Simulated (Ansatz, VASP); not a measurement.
# Cd3SeS2: VASP beside Ansatz

```
CELL_PARAMETERS angstrom
-2.12758 2.12758 9.01573
2.12758 -2.12758 9.01573
2.12758 2.12758 -9.01573
ATOMIC_POSITIONS crystal
Cd 0.83888 0.83888 0.00000
Cd 0.50000 0.50000 0.00000
Cd 0.16112 0.16112 0.00000
Se 0.25000 0.75000 0.50000
S 0.58045 0.08045 0.50000
S 0.91955 0.41955 0.50000
```

Alike in both runs: task single point; functional PBEsol; k mesh 10 × 10 × 10; occupations gaussian, width 0.02 eV; no spin polarisation.

|  | VASP | Ansatz |
| --- | --- | --- |
| version | VASP 6.6.1 | Ansatz 0.2.0 |
| potentials or method | VASP PAW PBE potentials, release 64 (Cd, Se, S), cutoff 520 eV | scalar-relativistic, plane waves, PAW |
| valence electrons in the cell | 54 | 88 |

```csv
,VASP,Ansatz,Ansatz less VASP
gap on the k mesh at the Fermi level (eV),0.67,0.67,-0.001
least direct gap on the mesh (eV),0.67,0.67,-0.001
pressure (GPa),-2.4,-2.7,-0.30
```

VASP's potentials were made for PBE, not for PBEsol. With one functional, cell and mesh, what is left measures potentials, basis and numerics. VASP's potentials hold 54 valence electrons a cell and Ansatz's 88, so a difference there can come from the potentials and not from the codes.
